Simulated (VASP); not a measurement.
ZrFe5Co14, 20 atoms in the cell. The cell holds a disordered packing, 20 atoms: a = 6.049 Å, b = 6.486 Å, c = 6.075 Å, α = 90.43°, β = 94.19°, γ = 91.07°. 

```yaml
Program: VASP 6.6.1
Task: single point
Functional: PBE
Potentials_or_basis: VASP PAW PBE potentials, release 64 (Co, Fe, Zr_sv)
Cutoff: 520 eV
k_mesh: 1 × 1 × 1, shifted
Occupations: fermi-dirac, width 0.162 eV
Spin: no spin polarisation
Dipole_correction: no
Further_INCAR_settings: LREAL = Auto; ALGO = Normal; EDIFF = 1e-06; NBANDS = 105; ISYM = 0
```

Potentials or basis: VASP PAW PBE potentials, release 64 (Co, Fe, Zr_sv).

Run with:

```bash
$ cat potpaw_PBE.64/Co/POTCAR potpaw_PBE.64/Fe/POTCAR potpaw_PBE.64/Zr_sv/POTCAR > POTCAR
$ mpirun -np 1 vasp_std > vasp.out
```

Hardware: 1 thread of AMD EPYC 7R43 64-Core Processor (Zen 3), on a shared host.

Q: Estimate the wall time of this run.

A: Run time: 2.7 min on 1 thread of AMD EPYC 7R43 64-Core Processor (Zen 3), with other jobs on the host, peak memory 0.31 GiB. Counts: scf iterations 35, k points 1.
